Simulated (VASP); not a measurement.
# Bi2Te3: single point with PBEsol+D3(BJ)

**Experimental background.**

From “Vacancy and Antisite-Induced Ferromagnetism in Liquid-Phase Exfoliated Bi2Te3”, 2024, arxiv:2412.10539, for a bulk crystal of Bi2Te3: band gap 0.17 eV.

Bi2Te3:

```
Bi Te
1.0
     2.15740    1.24557    9.87249
    -2.15740    1.24557    9.87249
     0.00000   -2.49115    9.87249
Bi Te
2 3
Cartesian
  0.0000 0.0000 17.7493
  0.0000 0.0000 11.8682
  0.0000 0.0000 23.4764
  0.0000 0.0000 6.1411
  0.0000 0.0000 0.0000
```

```yaml
Program: VASP 6.6.1
Task: single point
Functional: PBEsol
Dispersion: D3(BJ)
Potentials_or_basis: VASP PAW PBE potentials, release 64 (Bi_d, Te)
Cutoff: 520 eV
k_mesh: 7 × 7 × 7
Occupations: fermi-dirac, width 0.05 eV
Spin: no spin polarisation
```

```json
{
  "Pressure": "0.0 GPa",
  "Largest force": "0.015 eV/Å",
  "Band gap on the k mesh": "0.17 eV",
  "Dispersion energy per atom": "-0.466 eV"
}
```

Forces in eV/Å, atoms in the order of the input:
```
Bi   0.000  0.000  0.004
Bi   0.000  0.000 -0.004
Te   0.000  0.000  0.015
Te   0.000  0.000 -0.015
Te   0.000  0.000  0.000
```

Levels at points of the mesh, in eV from the valence-band top:
```csv
k point,band 22,band 23,band 24,band 25,band 26,band 27
"(0.00, 0.00, 0.00)",-0.99,-0.99,0.00,0.17,0.43,0.43
```

Wall time 12 min on 1 thread of Intel(R) Xeon(R) 6975P-C (Granite Rapids) (shared host), peak memory 0.96 GiB.

Against the measured gap of Bi2Te3, 0.17 eV (quoted in “Vacancy and Antisite-Induced Ferromagnetism in Liquid-Phase Exfoliated Bi2Te3”, 2024, arxiv:2412.10539), the calculated 0.17 eV is off by 0.00 eV. Spin-orbit coupling on Bi, Te is left out. The value is that of PBEsol+D3(BJ) on a finite k mesh, which can miss the band edges, without temperature or zero-point motion. Semilocal functionals fall short of measured gaps as a rule.

Caveat: the PAW data sets were made with another functional, which shifts forces and pressure a little; spin-orbit coupling is left out, which moves the levels of the heavy elements.
